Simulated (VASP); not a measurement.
A run of VASP 6.6.1:

File POSCAR:

```
BIr
1.0
    2.9469792488      0.0000000000      0.0000000000
   -1.4734896244      2.5521588939      0.0000000000
    0.0000000000      0.0000000000      2.8802933395
B Ir
1 1
Direct
    0.3333333333      0.6666666667      0.5000000000
    0.0000000000      0.0000000000      0.0000000000
```

Contents of INCAR.step1:

```
SYSTEM = BIr
  PREC = Accurate
  ENCUT = 550
  ISMEAR = 0
  SIGMA = 0.15
  LREAL = .FALSE.
  LASPH = .TRUE.
  NELM = 120
  NBANDS = 17
  GGA = PE
  ALGO = Normal
  EDIFF = 1E-5
  LWAVE = .TRUE.
  LCHARG = .FALSE.
  GGA_COMPAT = .FALSE.
```

The input INCAR.step2:

```
SYSTEM = BIr
  PREC = Accurate
  ENCUT = 550
  EDIFF = 1E-6
  ISMEAR = 0
  SIGMA = 0.15
  LREAL = .FALSE.
  LASPH = .TRUE.
  NELM = 120
  ALGO = Normal
  ISIF = 2
  LWAVE = .FALSE.
  LCHARG = .FALSE.
  METAGGA = R2SCAN
  LMIXTAU = .TRUE.
  NBANDS = 17
  ISTART = 1
  GGA_COMPAT = .FALSE.
```

KPOINTS

```
regular mesh
0
G
  21 21 20
  0 0 0
```

Potentials or basis: VASP PAW PBE potentials, release 64 (B, Ir_sv_GW).

Command:

```bash
$ cat potpaw_PBE.64/B/POTCAR potpaw_PBE.64/Ir_sv_GW/POTCAR > POTCAR
$ cp INCAR.step1 INCAR
$ mpirun -np 1 vasp_std > vasp.out
$ cp INCAR.step2 INCAR
$ mpirun -np 1 vasp_std > vasp.out
```

Hardware: 1 thread of Intel(R) Xeon(R) Platinum 8488C (Sapphire Rapids), on a shared host.

Question: Estimate the wall time of this run.

Answer: Wall time 4.8 min on 1 thread of Intel(R) Xeon(R) Platinum 8488C (Sapphire Rapids), with other jobs on the host, peak memory 0.33 GiB. Counts: k points 528.
